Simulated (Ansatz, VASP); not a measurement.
Mo in VASP and in Ansatz

```xyz
6
Lattice="4.4701 0.0000 0.0000 -2.2351 3.8712 0.0000 0.0000 0.0000 20.5623" Properties=species:S:1:pos:R:3 pbc="T T T"
Mo    0.0000    1.2904    8.2926
Mo    0.0000    3.8712    9.0266
Mo    2.2351    2.5808    9.7309
Mo    0.0000    1.2904   10.8314
Mo    0.0000    3.8712   11.5357
Mo    2.2351    2.5808   12.2697
```

Alike in both runs: functional PBE; k mesh 10 × 10 × 1; occupations fermi-dirac, width 0.1 eV; no spin polarisation.

Ansatz relaxed the structure, and its values are those at the end. VASP's run is a single point on that final structure, the one shown.

```csv
,VASP,Ansatz
version,VASP 6.6.1,Ansatz 0.2.0
potentials or method,"VASP PAW PBE potentials, release 64 (Mo_sv)","PAW with Ansatz's default frozen-core files, scalar-relativistic"
plane-wave cutoff (eV),520,420
valence electrons in the cell,84,84
```

```csv
,VASP,Ansatz,Ansatz less VASP
rms of the force components (eV/Å),0.018,0.002,-0.0162
```

With one functional, cell and mesh, what is left measures potentials, basis and numerics. Ansatz's warnings: stress scf threshold loose.
